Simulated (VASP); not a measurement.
# Al12H3C in VASP: further runs, part 2 of 2

VASP 6.6.1. Earlier steps stand in the parts before.

## Step 3: Single point, PBEsol

INCAR

```
  PREC = Accurate
  ENCUT = 520
  EDIFF = 1E-6
  ISMEAR = 0
  SIGMA = 0.1
  LREAL = Auto
  LASPH = T
  NELM = 100
  ALGO = Normal
  ISIF = 2
  LWAVE = F
  LCHARG = F
  GGA = PS
  NBANDS = 36
```

KPOINTS

```
regular mesh
0
Gamma
  3 3 1
```

POSCAR

```
Al12H3C
1.0
    5.7275650000      0.0000000000      0.0000000000
    2.8637820000      4.9602170000      0.0000000000
    0.0000000000      0.0000000000     15.6765370000
Al C H
12 1 3
Direct
    0.1666666208      0.1666667003      0.0637895984
    0.6666667081      0.1666667003      0.0637895984
    0.1666666712      0.6666665995      0.0637895984
    0.6666667585      0.6666665995      0.0637895984
   -0.1715366568      0.3351335234      0.2096927402
    0.3254715393      0.3391010917      0.2123665450
   -0.1737519835      0.8333290660      0.2085347038
    0.3237825997      0.8352664813      0.2123667364
   -0.0461110670      0.0137346814      0.3559124697
    0.4841824630      0.0111343919      0.3499225626
   -0.0528143612      0.5396963480      0.3614402211
    0.5057670445      0.5045992947      0.3648700603
    0.1758394489      0.6421791627      0.4386600816
    0.1555861652      0.1577477356      0.4036332131
    0.2149812333      0.4753221482      0.4831911538
    0.1174311442      0.8150171656      0.4827450093
```

Potentials or basis: VASP PAW PBE potentials, release 64 (Al, C, H).

The run is started by

```sh
$ cat potpaw_PBE.64/Al/POTCAR potpaw_PBE.64/C/POTCAR potpaw_PBE.64/H/POTCAR > POTCAR
$ mpirun -np 1 vasp_std > vasp.out
```

It took 1.9 min on 1 thread of Intel Xeon 6975P-C (Granite Rapids), shared host; peak memory 0.56 GiB.

Results (log left out):

```yaml
Free_energy: -65.4000 eV
Largest_force: 0.184 eV/Å
Band_gap_on_the_k_mesh: zero (an odd number of electrons rules out a gap without spin polarisation)
```

Forces on the atoms (eV/Å):
```
Al  -0.025  0.042  0.170
Al  -0.019  0.093 -0.004
Al   0.037  0.008  0.180
Al  -0.085 -0.036 -0.008
Al  -0.001 -0.003 -0.014
Al  -0.004  0.004 -0.018
Al   0.004 -0.008 -0.021
Al  -0.004 -0.006 -0.026
Al   0.022 -0.012 -0.015
Al   0.025 -0.017 -0.049
Al   0.009 -0.030 -0.024
Al   0.010 -0.004 -0.038
C    0.005  0.003 -0.062
H    0.002 -0.027 -0.045
H    0.016 -0.024 -0.014
H    0.007  0.017 -0.012
```

Levels at points of the mesh, in eV from the Fermi level:
| k point | band 18 | band 19 | band 20 | band 21 | band 22 | band 23 | band 24 | band 25 |
| --- | --- | --- | --- | --- | --- | --- | --- | --- |
| (0.00, 0.00, 0.00) | -2.76 | -2.22 | -1.59 | -1.11 | -0.55 | -0.50 | 0.32 | 0.54 |

Caveat: the k points lie up to 0.42 Å⁻¹ apart, too coarse for converged energies and pressures of a metal; the PAW data sets were made with another functional, which shifts forces and pressure a little.

## Step 4: Single point, PBEsol

INCAR

```
SYSTEM = Al12H3C
ALGO = Normal
EDIFF = 1E-6
ENCUT = 520
GGA = PS
ISIF = 2
ISMEAR = 0
LASPH = .True.
LCHARG = .True.
LELF = .True.
LREAL = Auto
LVHAR = .True.
LWAVE = .False.
NBANDS = 36
NELM = 100
PREC = Accurate
SIGMA = 0.1
```

KPOINTS

```
k-points
0
Gamma
  3 3 1
  0 0 0
```

POSCAR

```
Al12H3C
1.0
    5.7275650000      0.0000000000      0.0000000000
    2.8637820000      4.9602170000      0.0000000000
    0.0000000000      0.0000000000     15.6765370000
Al C H
12 1 3
Direct
    0.1666666208      0.1666667003      0.0637895984
    0.6666667081      0.1666667003      0.0637895984
    0.1666666712      0.6666665995      0.0637895984
    0.6666667585      0.6666665995      0.0637895984
   -0.1576562576      0.3351859405      0.2081695084
    0.3387129590      0.3387672354      0.2105218774
   -0.1567267378      0.8387354827      0.2072085818
    0.3400805272      0.8344782093      0.2111278148
   -0.0310800456      0.0123919982      0.3603276030
    0.5107150499     -0.0038447915      0.3473706597
   -0.0238617814      0.5229678460      0.3523412728
    0.5224392245      0.4836856936      0.3610479151
    0.1971640452      0.6874011762      0.4364753517
    0.1828409895      0.1857408658      0.4004323149
    0.1227097549      0.5871682630      0.4805695926
    0.2686459600      0.7907629848      0.4803915559
```

The run is started by

```sh
$ cat potpaw_PBE.64/Al/POTCAR potpaw_PBE.64/C/POTCAR potpaw_PBE.64/H/POTCAR > POTCAR
$ mpirun -np 1 vasp_std > vasp.out
```

Wall time 1.9 min (1 thread of Intel Xeon 6975P-C (Granite Rapids), shared host); peak memory 0.55 GiB.

It converged, with:

* Free energy: -65.4188 eV
* Largest force: 0.155 eV/Å
* Band gap on the k mesh: zero (an odd number of electrons rules out a gap without spin polarisation)

Forces in eV/Å, atoms in the order of the input:
```
Al  -0.022 -0.029  0.061
Al   0.034  0.115 -0.098
Al   0.062 -0.057  0.063
Al  -0.077 -0.038 -0.067
Al  -0.004 -0.007 -0.004
Al  -0.005 -0.006  0.001
Al  -0.014 -0.007 -0.003
Al  -0.001 -0.004  0.003
Al   0.012  0.001  0.011
Al  -0.004  0.002  0.006
Al   0.016  0.004  0.018
Al   0.002  0.009  0.003
C   -0.002  0.007 -0.038
H   -0.006  0.006  0.004
H   -0.028 -0.011  0.015
H    0.035  0.014  0.028
```

Levels at points of the mesh, in eV from the Fermi level:
```
           k point  band 18  band 19  band 20  band 21  band 22  band 23  band 24  band 25
(0.00, 0.00, 0.00)    -2.81    -2.18    -1.59    -1.07    -0.52    -0.46     0.35     0.62
```

Caveat: the k points lie up to 0.42 Å⁻¹ apart, too coarse for converged energies and pressures of a metal; the PAW data sets were made with another functional, which shifts forces and pressure a little.

## Step 5: Relaxation of the atoms, PBEsol

INCAR

```
SYSTEM = Al12H3C
PREC = Accurate
ENCUT = 520
EDIFF = 1E-7
ISMEAR = 0
SIGMA = 0.1
LREAL = Auto
LASPH = .True.
NELM = 60
ALGO = Normal
ISIF = 2
LWAVE = .False.
LCHARG = .False.
GGA = PS
IBRION = 2
NSW = 80
EDIFFG = -0.03
```

KPOINTS

```
Automatic mesh
0
Gamma
  3 3 1
  0 0 0
```

POSCAR

```
Al12H3C
1.0
    5.7275650000      0.0000000000      0.0000000000
    2.8637820000      4.9602170000      0.0000000000
    0.0000000000      0.0000000000     15.6765370000
Al C H
12 1 3
Selective dynamics
Direct
    0.1666666800      0.1666666600      0.0637896000  F F F
    0.6666666800      0.1666666600      0.0637896000  F F F
    0.1666667400      0.6666666300      0.0637896000  F F F
    0.6666667300      0.6666666300      0.0637896000  F F F
   -0.1666666300      0.3333333200      0.2129468100  T T T
    0.3333333700      0.3333333200      0.2129468100  T T T
   -0.1666665700      0.8333332900      0.2129468100  T T T
    0.3333334200      0.8333332900      0.2129468100  T T T
    0.0000000000      0.0000000000      0.3621040300  T T T
    0.4999999900      0.0000000000      0.3621040300  T T T
    0.0000000500      0.4999999700      0.3621040300  T T T
    0.5000000500      0.4999999700      0.3621040300  T T T
    0.1666667400      0.6666666300      0.4360999600  T T T
    0.1666666800      0.1666666600      0.3423292500  T T T
    0.2200901900      0.4660359400      0.4718221400  T T T
    0.3153838800      0.7180091500      0.4718221400  T T T
```

The run is started by

```sh
$ cat potpaw_PBE.64/Al/POTCAR potpaw_PBE.64/C/POTCAR potpaw_PBE.64/H/POTCAR > POTCAR
$ mpirun -np 1 vasp_std > vasp.out
```

It took 72 min on 1 thread of Intel Xeon 6975P-C (Granite Rapids), shared host; peak memory 0.64 GiB.

It converged, with:

| Item | Value |
| --- | --- |
| Free energy | -65.4158 eV |
| Energy gained by relaxing | 109.6 meV/atom |
| Ionic steps | 76 |
| Band gap on the k mesh | zero (an odd number of electrons rules out a gap without spin polarisation) |

Step by step:
```csv
step,energy change (eV),largest force on free atoms (eV/Å),pressure (GPa)
1,0.0000,2.7079,-0.42
3,-0.5063,2.3363,-0.06
5,-0.8754,1.5155,-0.31
7,-0.9845,1.3672,-0.29
9,-1.1885,1.6895,0.02
11,-1.2734,1.1317,0.21
13,-1.4065,1.2567,0.06
15,-1.4853,0.8898,-0.11
17,-1.5838,1.3088,0.05
19,-1.6329,0.6968,-0.03
21,-1.6701,0.6971,-0.24
23,-1.7071,0.5768,-0.27
25,-1.7205,0.5024,-0.33
27,-1.7353,0.3735,-0.41
29,-1.7405,0.1839,-0.36
31,-1.7429,0.2445,-0.36
33,-1.7449,0.2472,-0.40
35,-1.7460,0.0751,-0.39
37,-1.7467,0.0811,-0.40
39,-1.7475,0.0710,-0.43
41,-1.7476,0.0821,-0.44
43,-1.7485,0.1121,-0.43
45,-1.7490,0.0930,-0.44
47,-1.7496,0.0968,-0.47
49,-1.7499,0.0591,-0.48
51,-1.7502,0.0898,-0.48
53,-1.7505,0.0513,-0.49
55,-1.7508,0.0411,-0.50
57,-1.7511,0.0898,-0.49
59,-1.7512,0.1080,-0.47
61,-1.7515,0.0385,-0.48
63,-1.7517,0.0418,-0.49
65,-1.7521,0.0391,-0.49
67,-1.7522,0.0605,-0.49
69,-1.7523,0.0619,-0.49
71,-1.7525,0.0401,-0.49
73,-1.7527,0.0652,-0.48
75,-1.7530,0.0453,-0.48
76,-1.7531,0.0279,-0.49
```

Final structure:
```
CELL_PARAMETERS angstrom
5.72757 0.00000 0.00000
2.86378 4.96022 0.00000
0.00000 0.00000 15.67654
ATOMIC_POSITIONS crystal
Al 0.16667 0.16667 0.06379
Al 0.66667 0.16667 0.06379
Al 0.16667 0.66667 0.06379
Al 0.66667 0.66667 0.06379
Al 0.84299 0.32928 0.20844
Al 0.33973 0.33208 0.21082
Al 0.84311 0.83042 0.20708
Al 0.33953 0.82870 0.21104
Al 0.97563 0.99806 0.35810
Al 0.51098 0.99073 0.34759
Al 0.98086 0.51985 0.35428
Al 0.53503 0.47462 0.36183
C 0.20413 0.66301 0.43509
H 0.18276 0.17078 0.40088
H 0.15453 0.54329 0.47992
H 0.23624 0.79694 0.47898
```

Levels at points of the mesh, in eV from the Fermi level:
```tsv
k point	band 19	band 20	band 21	band 22	band 23	band 24
(0.00, 0.00, 0.00)	-2.21	-1.58	-1.07	-0.52	-0.46	0.38
```

Caveat: the k points lie up to 0.42 Å⁻¹ apart, too coarse for converged energies and pressures of a metal; the PAW data sets were made with another functional, which shifts forces and pressure a little.

## Step 6: Overview

```tsv
task	cell	atoms held fixed (from 0)	gap on the mesh (eV)	largest force (eV/Å)
single point	as given, atomic positions A	-	none	0.31
single point	as given, atomic positions B	-	none	0.18
single point	as given, atomic positions C	-	none	0.16
relaxation of the atoms	atoms relaxed, atomic positions D	[0, 1, 2, 3]	none	-
```

Alike in all rows: level PBEsol; potentials or basis VASP PAW PBE potentials, release 64 (Al, C, H); no spin polarisation; k mesh 3 × 3 × 1; cutoff (eV) 520; smearing gaussian 0.1 eV.

Caveats: all runs use coarse meshes; the PAW data sets were made with another functional, which shifts forces and pressure a little.

Total energies depend on the potentials used, so only differences within one code and one set of settings carry meaning.
